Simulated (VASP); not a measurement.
**ZnO: single point with PBE**

The system is ZnO.

```
CELL_PARAMETERS angstrom
3.22650 0.00000 0.00000
-1.61325 2.79423 0.00000
0.00000 0.00000 10.47260
ATOMIC_POSITIONS crystal
Zn 0.00000 0.00000 0.99938
Zn 0.33333 0.66667 0.24956
Zn 0.00000 0.00000 0.49938
Zn 0.66667 0.33333 0.74956
O 0.00000 0.00000 0.18815
O 0.33333 0.66667 0.43790
O 0.00000 0.00000 0.68815
O 0.66667 0.33333 0.93790
```

```json
{
 "Program": "VASP 6.6.1",
 "Task": "single point",
 "Functional": "PBE",
 "Potentials or basis": "VASP PAW PBE potentials, release 64 (Zn, O)",
 "Cutoff": "520 eV",
 "k mesh": "9 × 9 × 2",
 "Occupations": "gaussian, width 0.01 eV",
 "Spin": "no spin polarisation",
 "Dipole correction": "no",
 "Further INCAR settings": "ALGO = Normal; EDIFF = 1e-06; NBANDS = 46"
}
```

```
Pressure               : 7.2 GPa
Largest force          : 0.008 eV/Å
Band gap on the k mesh : 0.73 eV, direct
```

Forces on the atoms (eV/Å):
```
Zn   0.000  0.000  0.008
Zn   0.000  0.000 -0.005
Zn   0.000  0.000  0.008
Zn   0.000  0.000 -0.005
O    0.000  0.000 -0.006
O    0.000  0.000  0.003
O    0.000  0.000 -0.006
O    0.000  0.000  0.003
```

Levels at points of the mesh, in eV from the valence-band top:
```csv
k point,band 33,band 34,band 35,band 36,band 37,band 38,band 39,band 40
"(0.00, 0.00, 0.00)",-0.38,-0.04,0.00,0.00,0.73,3.31,3.47,5.38
"(0.00, 0.00, 0.50)",-0.12,-0.12,-0.12,-0.12,1.86,1.86,4.75,4.75
```

Wall time 56 s on 1 thread of Intel(R) Xeon(R) 6975P-C (Granite Rapids) (shared host), peak memory 0.24 GiB.
